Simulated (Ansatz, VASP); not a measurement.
One calculation of Cs2AgBiBr6, two programs

```
Cs Ag Bi Br
1.0
     0.00000    5.85463    5.85463
     5.85463    0.00000    5.85463
     5.85463    5.85463    0.00000
Cs Ag Bi Br
2 1 1 6
Direct
  0.25000 0.25000 0.25000
  0.75000 0.75000 0.75000
  0.50000 0.50000 0.50000
  0.00000 0.00000 0.00000
  0.24908 0.75092 0.24908
  0.24908 0.75092 0.75092
  0.75092 0.24908 0.75092
  0.75092 0.24908 0.24908
  0.24908 0.24908 0.75092
  0.75092 0.75092 0.24908
```

Alike in both runs: functional PBE; k mesh 4 × 4 × 4; occupations gaussian, width 0.02 eV; no spin polarisation.

Ansatz relaxed the structure, and its values are those at the end. VASP's run is a single point on that final structure, the one shown.

```csv
,VASP,Ansatz
version,VASP 6.6.1,Ansatz 0.2.0
potentials or method,"VASP PAW PBE potentials, release 64 (Cs_sv, Ag, Bi_d, Br), cutoff 520 eV","scalar-relativistic, plane waves, PAW"
valence electrons in the cell,86,94
```

```csv
,VASP,Ansatz,Ansatz less VASP
gap on the k mesh at the Fermi level (eV),1.43,1.42,-0.004
least direct gap on the mesh (eV),2.32,2.32,0.000
pressure (GPa),-1.0,-1.0,+0.01
```

VASP's potentials hold 86 valence electrons a cell and Ansatz's 94, so a difference there can come from the potentials and not from the codes. Ansatz's warnings: stress scf threshold loose.

Spin-orbit coupling is off throughout.
